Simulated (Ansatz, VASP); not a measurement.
Co in VASP and in Ansatz

File INCAR:

```
  PREC = Accurate
  ENCUT = 600
  EDIFF = 1E-6
  ISMEAR = -1
  SIGMA = 0.2
  LREAL = F
  LASPH = T
  NELM = 120
  ALGO = Normal
  ISIF = 2
  LWAVE = F
  LCHARG = F
  GGA = PE
  NBANDS = 16
  GGA_COMPAT = F
```

Contents of KPOINTS:

```
regular mesh
0
Gamma
  15 15 8
```

File POSCAR:

```
Co
1.0
    2.4583936733      0.0000000000      0.0000000000
   -1.2291968366      2.1290313736      0.0000000000
    0.0000000000      0.0000000000      3.9606917934
Co
2
Direct
    0.3333333333      0.6666666667      0.2500000000
    0.6666666667      0.3333333333      0.7500000000
```

Input for Ansatz:

```yaml
crystal:
  lattice:
    - [2.4583936733, 0.0, 0.0]
    - [-1.2291968366, 2.1290313736, 0.0]
    - [0.0, 0.0, 3.9606917934]
  atoms:
    - { symbol: Co, position: [0.3333333333, 0.6666666667, 0.25] }
    - { symbol: Co, position: [0.6666666667, 0.3333333333, 0.75] }
hamiltonian:
  xc: pbe
  pseudopotentials:
    kind: paw
    azcp:
      Co: "pseudopotentials/Co.paw.azcp"
basis:
  ecutwfc: 420
  fft_grid_basis: typed
kpoints:
  mp_grid: { grid: [15, 15, 8], shift: [0, 0, 0] }
magnetization:
  spin_polarized: false
scf:
  occupations: { method: fermi_dirac, width: 0.2 }
  lower_state_search: "off"
output:
  stress: true
  write_density: true
  write_potential: true
  elf: true
  volumetric_format: npy
```

Alike in both runs: task single point; functional PBE; k mesh 15 × 15 × 8; occupations fermi-dirac, width 0.2 eV; no spin polarisation.

|  | VASP | Ansatz |
| --- | --- | --- |
| version | VASP 6.6.1 | Ansatz 0.2.0 |
| potentials or method | VASP PAW PBE potentials, release 64 (Co), cutoff 600 eV | plane waves (420 eV) with PAW, scalar-relativistic |
| valence electrons in the cell | 18 | 34 |

```csv
,VASP,Ansatz,Ansatz less VASP
pressure (GPa),1.5,2.0,+0.54
"traceless stress, the component that is largest in VASP (GPa)",-0.21,-0.15,+0.061
```

VASP's potentials hold 18 valence electrons a cell and Ansatz's 34, so a difference there can come from the potentials and not from the codes.
